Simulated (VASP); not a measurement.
# SiO2 (I-42d) in VASP: further runs

Runs on SiO2. Level: PBE. Tasks: relaxation of shape and atoms at fixed volume.

Everything below comes from runs of VASP 6.6.1. Logs are shortened: lines on timing, memory, paths and dates and some standing lists are left out, and cuts for length are marked.

### 1 The cell of the first run

The structure is tetragonal, space group I-42d (No. 122). The conventional cell has a = 5.063 Å, b = 5.063 Å, c = 7.425 Å, α = 90.00°, β = 90.00°, γ = 90.00°. Si (site symmetry -4) has 4 O at 1.64 Å within 2.2 Å. Within 2.2 Å of O (site symmetry 2) lie 2 Si at 1.64 Å.

### 2 Relaxation of shape and atoms at fixed volume, PBE (15.86 Å³/atom)

Input file INCAR:

```
PREC = Accurate ; ENCUT = 600
EDIFF = 1E-7 ; ISMEAR = 0
SIGMA = 0.01 ; LREAL = False
LASPH = True ; NELM = 80
ALGO = Normal ; ISIF = 4
LWAVE = False ; LCHARG = False
GGA = PE ; IBRION = 2
NSW = 80 ; EDIFFG = -0.001
```

Input file KPOINTS:

```
Automatic mesh
0
Gamma
  6 6 6
```

Input file POSCAR:

```
SiO2
1.0
   -2.5315383148      2.5315383148      3.7124507252
    2.5315383148     -2.5315383148      3.7124507252
    2.5315383148      2.5315383148     -3.7124507252
Si O
2 4
Direct
    0.0000000000      0.0000000000      0.0000000000
    0.7500000000      0.2500000000      0.5000000000
    0.9666512060      0.6250000000      0.8416512060
    0.3750000000      0.2166512060      0.3416512060
    0.7833487940      0.1250000000      0.1583487940
    0.8750000000      0.0333487940      0.6583487940
```

Potentials or basis: VASP PAW PBE potentials, release 64 (Si, O).

Run with:

```
> cat potpaw_PBE.64/Si/POTCAR potpaw_PBE.64/O/POTCAR > POTCAR
> mpirun -np 1 vasp_std > vasp.out
```

OUTCAR:

```text
PREC = Accurate
   ENCUT = 600
   EDIFF = 1E-7
   ISMEAR = 0
   LREAL = False
   LASPH = True
   NELM = 80
   ISIF = 4
   GGA = PE
   IBRION = 2
   NSW = 80
   EDIFFG = -0.001

 ion  position               nearest neighbor table
   1  0.000  0.000  0.000-   3 1.64   4 1.64   5 1.64   6 1.64   2 3.14   2 3.14   2 3.14   2 3.14

   2  0.750  0.250  0.500-   3 1.64   4 1.64   5 1.64   6 1.64   1 3.14   1 3.14   1 3.14   1 3.14

   3  0.967  0.625  0.842-   1 1.64   2 1.64
   4  0.375  0.217  0.342-   1 1.64   2 1.64
   5  0.783  0.125  0.158-   1 1.64   2 1.64
   6  0.875  0.033  0.658-   1 1.64   2 1.64

  LATTYP: Found a body centered tetragonal cell.
 ALAT       =     5.0630766296
 C/A-ratio  =     1.4664801648

  Lattice vectors:

 A1 = (  -2.5315383148,   2.5315383148,   3.7124507252)
 A2 = (   2.5315383148,  -2.5315383148,   3.7124507252)
 A3 = (   2.5315383148,   2.5315383148,  -3.7124507252)

Analysis of symmetry for initial positions (statically):
=====================================================================
 Subroutine PRICEL returns:
 Original cell was already a primitive cell.

 Routine SETGRP: Setting up the symmetry group for a
 body centered tetragonal supercell.

 Subroutine GETGRP returns: Found  8 space group operations
 (whereof  4 operations were pure point group operations)
 out of a pool of 16 trial point group operations.

The static configuration has the point symmetry S_4 .
 The point group associated with its full space group is D_2d.

Analysis of symmetry for dynamics (positions and initial velocities):
=====================================================================
 Subroutine PRICEL returns:
 Original cell was already a primitive cell.

 Routine SETGRP: Setting up the symmetry group for a
 body centered tetragonal supercell.

 Subroutine GETGRP returns: Found  8 space group operations
 (whereof  4 operations were pure point group operations)
 out of a pool of 16 trial point group operations.

The dynamic configuration has the point symmetry S_4 .
 The point group associated with its full space group is D_2d.

 Subroutine INISYM returns: Found  8 space group operations
 (whereof  4 operations are pure point group operations),
 and found     1 'primitive' translations

----------------------------------------------------------------------------------------

                                     Primitive cell

  volume of cell :      95.1677

  direct lattice vectors                    reciprocal lattice vectors
    -2.531538315  2.531538315  3.712450725     0.000000000  0.197508368  0.134681922
     2.531538315 -2.531538315  3.712450725     0.197508368  0.000000000  0.134681922
     2.531538315  2.531538315 -3.712450725     0.197508368  0.197508368  0.000000000

  length of vectors
     5.157486099  5.157486099  5.157486099     0.239058101  0.239058101  0.279319012

  position of ions in fractional coordinates (direct lattice)
     0.000000000  0.000000000  0.000000000
     0.750000000  0.250000000  0.500000000
     0.966651206  0.625000000  0.841651206
     0.375000000  0.216651206  0.341651206
     0.783348794  0.125000000  0.158348794
     0.875000000  0.033348794  0.658348794

  ion indices of the primitive-cell ions
   primitive index   ion index
                 1           1
                 2           2
                 3           3
                 4           4
                 5           5
                 6           6

----------------------------------------------------------------------------------------

 KPOINTS: Automatic mesh

Automatic generation of k-mesh.
 Grid dimensions read from file:
 generate k-points for:    6    6    6

 Generating k-lattice:

  Cartesian coordinates                     Fractional coordinates (reciprocal lattice)
     0.000000000  0.032918061  0.022446987     0.166666667  0.000000000 -0.000000000
     0.032918061  0.000000000  0.022446987     0.000000000  0.166666667 -0.000000000
     0.032918061  0.032918061  0.000000000     0.000000000  0.000000000  0.166666667

  Length of vectors
     0.039843017  0.039843017  0.046553169

  Shift w.r.t. Gamma in fractional coordinates (k-lattice)
     0.000000000  0.000000000  0.000000000

 Subroutine IBZKPT returns following result:
 ===========================================

 Found     30 irreducible k-points:

 Following reciprocal coordinates:
            Coordinates               Weight
  0.000000  0.000000  0.000000      1.000000
  0.166667  0.000000 -0.000000      8.000000
  0.333333  0.000000  0.000000      8.000000
  0.500000  0.000000  0.000000      4.000000
  0.166667  0.166667 -0.000000      8.000000
  0.333333  0.166667 -0.000000     16.000000
[... 16 lines left out ...]
 -0.333333 -0.333333  0.166667      8.000000
 -0.166667 -0.333333  0.166667      8.000000
 [... further k-points ...]
   k-points           NKPTS =     30   k-points in BZ     NKDIM =     30   number of bands    NBANDS=     20
   number of dos      NEDOS =    301   number of ions     NIONS =      6
   total plane-waves  NPLWV =  74088
   dimension x,y,z NGX =    42 NGY =   42 NGZ =   42
   dimension x,y,z NGXF=    84 NGYF=   84 NGZF=   84
   ions per type =               2   4
   NGX,Y,Z   is equivalent  to a cutoff of  13.54, 13.54, 13.54 a.u.
   NGXF,Y,Z  is equivalent  to a cutoff of  27.08, 27.08, 27.08 a.u.
 SYSTEM =  unknown system
   PREC   = accura    normal or accurate (medium, high low for compatibility)
   ISTART =      0    job   : 0-new  1-cont  2-samecut
   ICHARG =      2    charge: 1-file 2-atom 10-const
   ISPIN  =      1    spin polarized calculation?
   LNONCOLLINEAR =      F non collinear calculations
   LSORBIT =      F    spin-orbit coupling
   LASPH  =      T    aspherical Exc in radial PAW
   ENCUT  =  600.0 eV  44.10 Ry    6.64 a.u.  10.30 10.30 10.30*2*pi/ulx,y,z
   NELM   =     80;   NELMIN=  2; NELMDL= -5     # of ELM steps
   EDIFF  = 0.1E-06   stopping-criterion for ELM
   LREAL  =      F    real-space projection
   EDIFFG = -.1E-02   stopping-criterion for IOM
   NSW    =     80    number of steps for IOM
   IBRION =      2    ionic relax: 0-MD 1-quasi-New 2-CG
   NFREE  =      1    steps in history (QN), initial steepest desc. (CG)
   ISIF   =      4    stress and relaxation
   ISYM   =      2    0-nonsym 1-usesym 2-fastsym
   POTIM  = 0.5000    time-step for ionic-motion
   TEBEG  =    0.0;   TEEND  =   0.0 temperature during run
   PSTRESS=    0.0 pullay stress
   NELECT =      32.0000    total number of electrons
   NUPDOWN=      -1.0000    fix difference up-down
   EMIN   =  10.00;   EMAX   =-10.00  energy-range for DOS
   EFERMI =   0.00;   METHOD = LEGACY
   ISMEAR =     0;   SIGMA  =   0.01  broadening in eV -4-tet -1-fermi 0-gaus
   EFERMI_NEDOS =   21; number of points for ismear=-14 and -15
   IALGO  =     38    algorithm
   IMIX   =      4    mixing-type and parameters
     AMIX     =   0.40;   BMIX     =  1.00
     AMIX_MAG =   1.60;   BMIX_MAG =  1.00
  volume/ion in A,a.u.               =      15.86       107.04
  Fermi-wavevector in a.u.,A,eV,Ry     =   1.138400  2.151264 17.632535  1.295955
  Thomas-Fermi vector in A             =   2.275105
   LORBIT       =      0    0 simple, 1 ext, 2 COOP (PROOUT), +10 PAW based schemes
   GGA     = PE    functional components
   LHFCALC =     F    Hartree Fock is set to
   AEXX    =    0.0000 exact exchange contribution
   IVDW    =     0    specifies the selected vdW correction
   LEPSILON=     F    determine dielectric tensor
   LRPA    =     F    only Hartree local field effects (RPA)
 conjugate gradient relaxation of ions
 non-spin polarized calculation
 Gauss-broadening in eV      SIGMA  =   0.01
  energy-cutoff  :      600.00
  volume of cell :       95.17
 maximum number of plane-waves:      3203
 NGX is ok and might be reduce to    42
   NGX = 21   NGY = 21   NGZ = 21

--------------------------------------- Ionic step        1  -------------------------------------------

 number of electron      32.0000002 magnetization

 Free energy of the ion-electron system (eV)
  ---------------------------------------------------
  ext. energy  EPLUGINS =         0.00000000
  ---------------------------------------------------
  free energy    TOTEN  =       -47.49313786 eV

  energy without entropy =      -47.49313786  energy(sigma->0) =      -47.49313786

------------------------ aborting loop because EDIFF is reached ----------------------------------------

  FORCE on cell =-STRESS in cart. coord.  units (eV):
  Direction    XX          YY          ZZ          XY          YZ          ZX
  --------------------------------------------------------------------------------------
  -------------------------------------------------------------------------------------
  Total       -1.8155172     -1.8155172     -1.7764411      0.0000000      0.0000000      0.0000000
  in kB      -30.5647790    -30.5647790    -29.9069209      0.0000000      0.0000000      0.0000000
  external PRESSURE =     -30.3454930 kB  Pullay stress =       0.0000000 kB
[... 185 lines left out ...]
  energy  without entropy=      -47.5086677555  energy(sigma->0) =      -47.50866776

--------------------------------------- Ionic step        6  -------------------------------------------

 number of electron      31.9999997 magnetization

 Free energy of the ion-electron system (eV)
  ---------------------------------------------------
  ext. energy  EPLUGINS =         0.00000000
  ---------------------------------------------------
  free energy    TOTEN  =       -47.50886410 eV

  energy without entropy =      -47.50886410  energy(sigma->0) =      -47.50886410

 E-fermi :  -0.6819     XC(G=0):  -7.8927

 val. band max:       -0.7284337619   @ k =   0.0000   0.0000   0.0000
 cond. band min:       4.9374700900   @ k =   0.0000   0.0000   0.0000
 fundamental gap:      5.6659038519
 Fermi energy:        -0.6818909236

 k-point     1 :       0.0000    0.0000    0.0000
  band No.  band energies     occupation
      1     -19.8516      2.00000
      2     -17.8650      2.00000
      3     -17.8650      2.00000
      4     -17.8175      2.00000
      5     -10.0859      2.00000
      6      -6.2763      2.00000
[... 12 lines left out ...]
     19       9.2034      0.00000
[... 513 lines left out ...]
      4     -17.8685      2.00000
      5      -9.3365      2.00000
      6      -6.6328      2.00000
[... 12 lines left out ...]
     19       8.9185      0.00000
     20       9.4480      0.00000

 [... further k-points ...]
[... 5 lines left out ...]
  --------------------------------------------------------------------------------------
  -------------------------------------------------------------------------------------
  Total       -0.2972609     -0.2972609     -0.2985752      0.0000000      0.0000000      0.0000000
  in kB       -5.0044760     -5.0044760     -5.0266026      0.0000000      0.0000000      0.0000000
  external PRESSURE =      -5.0118515 kB  Pullay stress =       0.0000000 kB
[... 21 lines left out ...]
  FREE ENERGIE OF THE ION-ELECTRON SYSTEM (eV)
  ---------------------------------------------------
  free  energy   TOTEN  =       -47.5088640959 eV

  energy  without entropy=      -47.5088640959  energy(sigma->0) =      -47.50886410

 reached required accuracy - stopping structural energy minimisation
```

Wall time 2.1 min (1 thread of Intel Xeon 6975P-C (Granite Rapids), shared host); peak memory 0.28 GiB.

What came out:

| Quantity | Value |
| --- | --- |
| Free energy | -47.5089 eV |
| Energy gained by relaxing | 2.6 meV/atom |
| Ionic steps | 6 |
| Pressure after relaxing | -0.5 GPa |
| Band gap on the k mesh | 5.67 eV |

Step by step:
```tsv
step	energy change (eV)	largest force (eV/Å)	pressure (GPa)	volume (Å³)
1	0.0000	0.1964	-3.03	95.17
2	-0.0065	0.1469	-2.44	95.17
3	-0.0151	0.0116	-0.73	95.17
4	-0.0151	0.0023	-0.61	95.17
5	-0.0155	0.0017	-0.56	95.17
6	-0.0157	0.0010	-0.50	95.17
```

Final structure:
```yaml
crystal:
  lattice:
    - [-2.53676, 2.53676, 3.69719]
    - [2.53676, -2.53676, 3.69719]
    - [2.53676, 2.53676, -3.69719]
  atoms:
    - { symbol: Si, position: [0.00000, 0.00000, 0.00000] }
    - { symbol: Si, position: [0.75000, 0.25000, 0.50000] }
    - { symbol: O, position: [0.95851, 0.62500, 0.83351] }
    - { symbol: O, position: [0.37500, 0.20851, 0.33351] }
    - { symbol: O, position: [0.79149, 0.12500, 0.16649] }
    - { symbol: O, position: [0.87500, 0.04149, 0.66649] }
```

Levels at points of the mesh, in eV from the valence-band top:
| k point | band 12 | band 13 | band 14 | band 15 | band 16 | band 17 | band 18 | band 19 | band 20 |
| --- | --- | --- | --- | --- | --- | --- | --- | --- | --- |
| (0.00, 0.00, 0.00) | -1.66 | -1.62 | -0.56 | 0.00 | 0.00 | 5.67 | 8.70 | 9.93 | 9.99 |
| (0.50, 0.00, 0.00) | -1.66 | -1.55 | -0.82 | -0.58 | -0.11 | 7.83 | 8.70 | 9.43 | 9.99 |
| (0.50, 0.50, 0.00) | -2.11 | -1.04 | -1.04 | -0.39 | -0.39 | 8.78 | 8.78 | 10.01 | 10.01 |
| (0.50, 0.50, 0.50) | -2.11 | -1.42 | -1.42 | -0.39 | -0.39 | 8.64 | 8.64 | 10.31 | 10.31 |

A k mesh can miss the band edges.

### 3 Relaxation of shape and atoms at fixed volume, PBE (13.67 Å³/atom)

This run uses another cell than the first one, of 13.67 Å³/atom.

Input file INCAR:

```
SYSTEM = SiO2
PREC = Accurate
ENCUT = 600
EDIFF = 1E-6
ISMEAR = 0
SIGMA = 0.02
LREAL = .FALSE.
LASPH = .TRUE.
NELM = 80
ALGO = Normal
ISIF = 4
LWAVE = .FALSE.
LCHARG = .FALSE.
GGA = PE
IBRION = 2
NSW = 50
EDIFFG = -0.01
```

Input file KPOINTS:

```
regular mesh
0
G
  6 6 6
  0 0 0
```

Input file POSCAR:

```
SiO2
1.0
   -2.3806236176      2.3806236176      3.6188325286
    2.3806236176     -2.3806236176      3.6188325286
    2.3806236176      2.3806236176     -3.6188325286
Si O
2 4
Direct
    0.0000000000      0.0000000000      0.0000000000
    0.7500000000      0.2500000000      0.5000000000
    0.9986670553      0.6250000000      0.8736670553
    0.3750000000      0.2486670553      0.3736670553
    0.7513329447      0.1250000000      0.1263329447
    0.8750000000      0.0013329447      0.6263329447
```

Potentials or basis: VASP PAW PBE potentials, release 64 (Si, O).

Run with:

```
> cat potpaw_PBE.64/Si/POTCAR potpaw_PBE.64/O/POTCAR > POTCAR
> mpirun -np 1 vasp_std > vasp.out
```

Wall time 2.3 min (1 thread of Intel Xeon Platinum 8488C (Sapphire Rapids), shared host); peak memory 0.25 GiB.

The run converged. Its results:

```yaml
Free_energy: -47.3688 eV
Energy_gained_by_relaxing: 7.3 meV/atom
Ionic_steps: 7
Pressure_after_relaxing: 3.4 GPa
Largest_force_after_relaxing: 0.006 eV/Å
Band_gap_on_the_k_mesh: 6.16 eV
```

Forces in eV/Å, atoms in the order of the input:
```
Si   0.000  0.000  0.000
Si   0.000  0.000  0.000
O    0.000 -0.006  0.000
O   -0.006  0.000  0.000
O    0.000  0.006  0.000
O    0.006  0.000  0.000
```

Stress tensor (GPa, compression positive):
```
3.42 0.00 0.00
0.00 3.42 0.00
0.00 0.00 3.51
```

The path:
```csv
step,energy change (eV),largest force (eV/Å),pressure (GPa),volume (Å³)
1,0.0000,0.4519,8.65,82.04
2,-0.0302,0.2383,6.20,82.04
3,-0.0417,0.0166,3.84,82.04
4,-0.0418,0.0025,3.74,82.04
5,-0.0418,0.0070,3.65,82.04
6,-0.0427,0.0068,3.60,82.04
7,-0.0440,0.0062,3.45,82.04
```

Final structure:
```
Si O
1.0
    -2.36864    2.36864    3.65554
     2.36864   -2.36864    3.65554
     2.36864    2.36864   -3.65554
Si O
2 4
Direct
  0.00000 0.00000 0.00000
  0.75000 0.25000 0.50000
  0.00889 0.62500 0.88389
  0.37500 0.25889 0.38389
  0.74111 0.12500 0.11611
  0.87500 0.99111 0.61611
```

Levels at points of the mesh, in eV from the valence-band top:
```tsv
k point	band 13	band 14	band 15	band 16	band 17	band 18	band 19	band 20
(0.00, 0.00, 0.00)	-1.13	-1.10	0.00	0.00	6.16	8.71	11.63	11.63
(0.50, 0.00, 0.00)	-1.14	-0.61	-0.20	-0.14	8.52	9.49	10.18	10.31
(0.50, 0.50, 0.00)	-0.61	-0.61	-0.15	-0.15	9.71	9.71	10.29	10.29
(0.50, 0.50, 0.50)	-1.44	-1.44	-0.05	-0.05	9.23	9.23	9.58	9.58
```

A k mesh can miss the band edges.

### 4 Relaxation of shape and atoms at fixed volume, PBE (14.14 Å³/atom)

This run uses another cell than the first one, of 14.14 Å³/atom.

Input file INCAR:

```
SYSTEM = SiO2
PREC = Accurate
ENCUT = 600
EDIFF = 1E-7
ISMEAR = 0
SIGMA = 0.02
LREAL = .False.
LASPH = .True.
NELM = 100
ALGO = Normal
ISIF = 4
LWAVE = .False.
LCHARG = .False.
GGA = PE
IBRION = 2
NSW = 50
EDIFFG = -0.01
```

Input file KPOINTS:

```
Automatic mesh
0
Gamma
  6 6 6
  0 0 0
```

Input file POSCAR:

```
SiO2
1.0
   -2.4186677261      2.4186677261      3.6254027688
    2.4186677261     -2.4186677261      3.6254027688
    2.4186677261      2.4186677261     -3.6254027688
Si O
2 4
Direct
    0.0000000000      0.0000000000      0.0000000000
    0.7500000000      0.2500000000      0.5000000000
    0.9884535182      0.6250000000      0.8634535182
    0.3750000000      0.2384535182      0.3634535182
    0.7615464818      0.1250000000      0.1365464818
    0.8750000000      0.0115464818      0.6365464818
```

Run with:

```
> cat potpaw_PBE.64/Si/POTCAR potpaw_PBE.64/O/POTCAR > POTCAR
> mpirun -np 1 vasp_std > vasp.out
```

Wall time 2.5 min (1 thread of Intel Xeon Platinum 8488C (Sapphire Rapids), shared host); peak memory 0.26 GiB.

It converged, with:

| Property | Result |
| --- | --- |
| Free energy | -47.4274 eV |
| Energy gained by relaxing | 6.8 meV/atom |
| Ionic steps | 6 |
| Pressure after relaxing | 2.5 GPa |
| Band gap on the k mesh | 6.05 eV |

The path:
| step | energy change (eV) | largest force (eV/Å) | pressure (GPa) | volume (Å³) |
| --- | --- | --- | --- | --- |
| 1 | 0.0000 | 0.4029 | 7.26 | 84.83 |
| 2 | -0.0251 | 0.2428 | 5.36 | 84.83 |
| 3 | -0.0388 | 0.0147 | 2.50 | 84.83 |
| 4 | -0.0388 | 0.0005 | 2.67 | 84.83 |
| 5 | -0.0396 | 0.0008 | 2.62 | 84.83 |
| 6 | -0.0408 | 0.0018 | 2.48 | 84.83 |

Final structure:
```cif
data_structure
_symmetry_space_group_name_H-M 'P 1'
_symmetry_Int_Tables_number 1
_cell_length_a 4.9997
_cell_length_b 4.9997
_cell_length_c 4.9997
_cell_angle_alpha 122.462
_cell_angle_beta 122.462
_cell_angle_gamma 85.786
_cell_volume 84.83
loop_
_atom_site_label
_atom_site_type_symbol
_atom_site_fract_x
_atom_site_fract_y
_atom_site_fract_z
_atom_site_occupancy
Si1 Si 0.00000 0.00000 0.00000 1
Si2 Si 0.75000 0.25000 0.50000 1
O1 O 0.99871 0.62500 0.87371 1
O2 O 0.37500 0.24871 0.37371 1
O3 O 0.75129 0.12500 0.12629 1
O4 O 0.87500 0.00129 0.62629 1
```

Levels at points of the mesh, in eV from the valence-band top:
```tsv
k point	band 12	band 13	band 14	band 15	band 16	band 17	band 18	band 19	band 20
(0.00, 0.00, 0.00)	-1.32	-1.25	-0.99	0.00	0.00	6.05	8.73	11.44	11.47
(0.50, 0.00, 0.00)	-1.40	-1.23	-0.66	-0.24	-0.19	8.37	9.33	10.06	10.24
(0.50, 0.50, 0.00)	-1.84	-0.71	-0.71	-0.20	-0.20	9.50	9.50	10.20	10.20
(0.50, 0.50, 0.50)	-1.86	-1.45	-1.45	-0.13	-0.13	9.10	9.10	9.73	9.73
```

[end of part 1 of 2]
